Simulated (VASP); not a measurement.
Input of a VASP 6.6.1 run:

INCAR

```
  ALGO = Fast
  EDIFF = 1E-6
  ENCUT = 520
  GGA = PS
  ISIF = 2
  ISMEAR = -1
  LASPH = T
  LCHARG = F
  LREAL = F
  LWAVE = F
  NBANDS = 44
  NELM = 60
  PREC = Accurate
  SIGMA = 0.05
```

KPOINTS

```
k-points
0
Gamma
  6 6 6
```

File POSCAR:

```
TlPt
1.0
    6.2625056855      0.0000000000      0.0000000000
   -3.1312528428      5.4234890150      0.0000000000
    0.0000000000      0.0000000000      4.0615778782
Tl Pt
3 3
Direct
    0.0000000000      0.5000000000      0.0000000000
    0.5000000000      0.5000000000      0.0000000000
    0.5000000000      0.0000000000      0.0000000000
    0.6666666667      0.3333333333      0.5000000000
    0.3333333333      0.6666666667      0.5000000000
    0.0000000000      0.0000000000      0.0000000000
```

Potentials or basis: VASP PAW PBE potentials, release 64 (Tl_d, Pt).

The run is started by

```console
$ cat potpaw_PBE.64/Tl_d/POTCAR potpaw_PBE.64/Pt/POTCAR > POTCAR
$ mpirun -np 1 vasp_std > vasp.out
```

Question: What does it give for the pressure?

Answer: 0.0 GPa.

Question: Predict the band gap on the k mesh.

Answer: Zero (an odd number of electrons rules out a gap without spin polarisation).

Caveat: the PAW data sets were made with another functional, which shifts forces and pressure a little; spin-orbit coupling is left out, which moves the levels of the heavy elements.
